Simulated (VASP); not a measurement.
MgO, 12 atoms in the cell. Symmetry: P3m1, No. 156, trigonal system. The conventional cell has a = 2.942 Å, b = 2.942 Å, c = 14.165 Å, α = 90.00°, β = 90.00°, γ = 120.00°. Mg (site symmetry 3m) has 6 O at 2.08 Å within 2.8 Å. Within 2.8 Å of Mg (site symmetry 3m) lie 6 O at 2.08 Å. Within 2.8 Å of Mg (site symmetry 3m) lie 6 O at 2.08 Å. Within 2.8 Å of Mg (site symmetry 3m) lie 6 O at 2.08 Å and 3 Mg at 2.74 Å. Within 2.8 Å of Mg (site symmetry 3m) lie 6 O at 2.08 Å. Mg (site symmetry 3m) has 6 O at 1.95 to 2.08 Å within 2.6 Å. Within 2.8 Å of O (site symmetry 3m) lie 6 Mg at 2.08 Å. Within 2.8 Å of O (site symmetry 3m) lie 6 Mg at 2.08 Å and 3 O at 2.74 Å. 

* Program: VASP 6.6.1
* Task: single point
* Functional: LDA
* Potentials or basis: VASP PAW LDA potentials, release 64 (Mg, O)
* Cutoff: 520 eV
* k mesh: 9 × 9 × 2
* Occupations: gaussian, width 0.05 eV
* Spin: no spin polarisation
* Dipole correction: no
* Further INCAR settings: ALGO = Normal; EDIFF = 1e-06; NBANDS = 36

Potentials or basis: VASP PAW LDA potentials, release 64 (Mg, O).

Launch:

```console
$ cat potpaw_LDA.64/Mg/POTCAR potpaw_LDA.64/O/POTCAR > POTCAR
$ mpirun -np 1 vasp_std > vasp.out
```

Hardware: 1 thread of Intel(R) Xeon(R) 6975P-C (Granite Rapids), on a shared host.

Question: Estimate the wall time of this run.

Answer: It took 48 s on 1 thread of Intel(R) Xeon(R) 6975P-C (Granite Rapids) (shared host), peak memory 0.23 GiB. Counts: scf iterations 15, k points 24.
